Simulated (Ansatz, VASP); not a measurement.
**Two plane-wave programs on SrCl2**

```
CELL_PARAMETERS angstrom
0.00000 3.50027 3.61438
3.50027 0.00000 3.61438
3.50027 3.50027 0.00000
ATOMIC_POSITIONS crystal
Sr 0.00000 0.00000 0.00000
Cl 0.25000 0.25000 0.25000
Cl 0.75000 0.75000 0.75000
```

Alike in both runs: task single point; functional PBE; k mesh 6 × 6 × 6; occupations gaussian, width 0.05 eV; no spin polarisation.

```csv
,VASP,Ansatz
version,VASP 6.6.1,Ansatz 0.2.0
potentials or method,"VASP PAW PBE potentials, release 64 (Sr_sv, Cl), cutoff 520 eV","scalar-relativistic, plane waves, PAW"
valence electrons in the cell,24,24
```

|  | VASP | Ansatz | Ansatz less VASP |
| --- | --- | --- | --- |
| gap on the k mesh at the Fermi level (eV) | 5.08 | 5.08 | +0.004 |
| least direct gap on the mesh (eV) | 5.39 | 5.39 | +0.001 |
| pressure (GPa) | -0.4 | -0.5 | -0.07 |
| traceless stress, the component that is largest in VASP (GPa) | -1.03 | -1.03 | -0.006 |

The functional is the same, so the differences come from potentials, cutoffs and numerics.
